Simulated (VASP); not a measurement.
Set up this calculation in VASP 6.6.1, as the native input.

```
Task                               : single point
Functional                         : HSE06
Potentials or basis                : VASP PAW PBE potentials, release 64 (Se)
Cutoff                             : 520 eV
k mesh                             : 4 × 4 × 4
Occupations                        : gaussian, width 0.05 eV
Spin                               : no spin polarisation
Dipole correction                  : no
Grid for exact exchange (PRECFOCK) : Normal
Further INCAR settings             : ALGO = Normal; EDIFF = 1e-06; NBANDS = 16
Share of exact exchange            : 0.25
Screening parameter                : 0.2079 1/Å
```

Crystal: Se.

```
CELL_PARAMETERS angstrom
4.53188 0.00000 0.00000
-2.26594 3.92472 0.00000
0.00000 0.00000 4.91146
ATOMIC_POSITIONS crystal
Se 0.21560 0.00000 0.83333
Se 0.00000 0.21560 0.16667
Se 0.78440 0.78440 0.50000
```

These files were run (other wordings do the same):

POSCAR

```
Se
1.0
    4.5318767363      0.0000000000      0.0000000000
   -2.2659383682      3.9247203805      0.0000000000
    0.0000000000      0.0000000000      4.9114639699
Se
3
Direct
    0.2155976837      0.0000000000      0.8333333333
    0.0000000000      0.2155976837      0.1666666667
    0.7844023163      0.7844023163      0.5000000000
```

INCAR.step1

```
PREC     = Accurate       # precision mode
ENCUT    = 520            # plane-wave cutoff, eV
EDIFF    = 1E-5           # SCF threshold, eV
ISMEAR   = 0              # smearing method
SIGMA    = 0.05           # smearing width, eV
LREAL    = F              # projectors in reciprocal space
LASPH    = T              # aspherical terms in the spheres
NELM     = 80             # most SCF steps
ALGO     = Normal         # electronic algorithm
ISIF     = 2              # what is computed and relaxed
LWAVE    = T              # write WAVECAR
GGA      = PE             # functional
NBANDS   = 16             # bands
```

INCAR.step2

```
PREC     = Accurate       # precision mode
ENCUT    = 520            # plane-wave cutoff, eV
EDIFF    = 1E-6           # SCF threshold, eV
ISMEAR   = 0              # smearing method
SIGMA    = 0.05           # smearing width, eV
LREAL    = F              # projectors in reciprocal space
LASPH    = T              # aspherical terms in the spheres
NELM     = 80             # most SCF steps
ALGO     = Normal         # electronic algorithm
ISIF     = 2              # what is computed and relaxed
LWAVE    = F              # write WAVECAR
LCHARG   = T              # write CHGCAR
GGA      = PE             # functional
LHFCALC  = T              # exact exchange
HFSCREEN = 0.2079         # screening, 1/A
PRECFOCK = Normal       
LELF     = T              # ELF
LVHAR    = T            
ISTART   = 1            
NBANDS   = 16             # bands
```

KPOINTS

```
regular mesh
0
Gamma
  4 4 4
```

Potentials or basis: VASP PAW PBE potentials, release 64 (Se).

Launch:

```console
$ cat potpaw_PBE.64/Se/POTCAR > POTCAR
$ cp INCAR.step1 INCAR
$ mpirun -np 1 vasp_std > vasp.out
$ cp INCAR.step2 INCAR
$ mpirun -np 1 vasp_std > vasp.out
```

It gave:

```yaml
Pressure: 0.5 GPa
Largest_force: 0.033 eV/Å
Band_gap_on_the_k_mesh: 2.17 eV (least direct gap 2.53 eV)
```

Caveat: the PAW data sets were made with another functional, which shifts forces and pressure a little.

It took 23 min on 1 thread of Intel Xeon 8259CL (shared host), peak memory 0.33 GiB.
